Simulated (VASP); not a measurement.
Runs of VASP 6.6.1 on LiHgS. The structure is that of space group P4/mmm (No. 123), or close to it. The cells are those of the table. 

```tsv
task	potentials or basis	cell	k mesh	cutoff (eV)	second run	gap on the mesh (eV)	pressure (GPa)	relaxed volume (Å³/atom)
single point	VASP PAW PBE potentials, release 64 (Li_sv, Hg, S)	a = 3.603, b = 3.603, c = 5.229 Å, 3 atoms	6 × 6 × 4	520	-	none	-	-
relaxation of cell and atoms	VASP PAW PBE potentials, release 64 (Li_sv, Hg, S)	relaxed from a = 3.603, b = 3.603, c = 5.229 Å, 3 atoms	14 × 14 × 10	600	-	none	0.0	(a)
single point	VASP PAW PBE potentials, release 64 (Li_sv, Hg_sv_GW, S)	a = 3.603, b = 3.603, c = 5.229 Å, 3 atoms	6 × 6 × 4	750	valence_matched	none	0.0	-
single point	VASP PAW PBE potentials, release 64 (Li_sv, Hg, S)	a = 3.645, b = 3.645, c = 5.195 Å, 3 atoms	14 × 14 × 10	520	-	none	-	-
relaxation of cell and atoms	VASP PAW PBE potentials, release 64 (Li_sv, Hg, S)	relaxed from a = 3.496, b = 3.496, c = 6.234 Å, 3 atoms	6 × 6 × 4	600	-	none	0.1	22.72
```

Alike in all rows: level PBE; no spin polarisation; smearing gaussian 0.1 eV.

Question: Fill in the values left out.

Answer: (a) 23.06.

Caveats: spin-orbit coupling is left out, which moves the levels of the heavy elements; the cutoff is under 1.25 times the usual one of these potentials, so pressure, stress and relaxed cells hold a basis-set (Pulay) error (some runs).

A k mesh can miss the band edges, and the runs leave out spin-orbit coupling on Hg.

A gap of «none» marks levels without a gap at the run's occupations.

The runs don't all hold the same shells in valence.
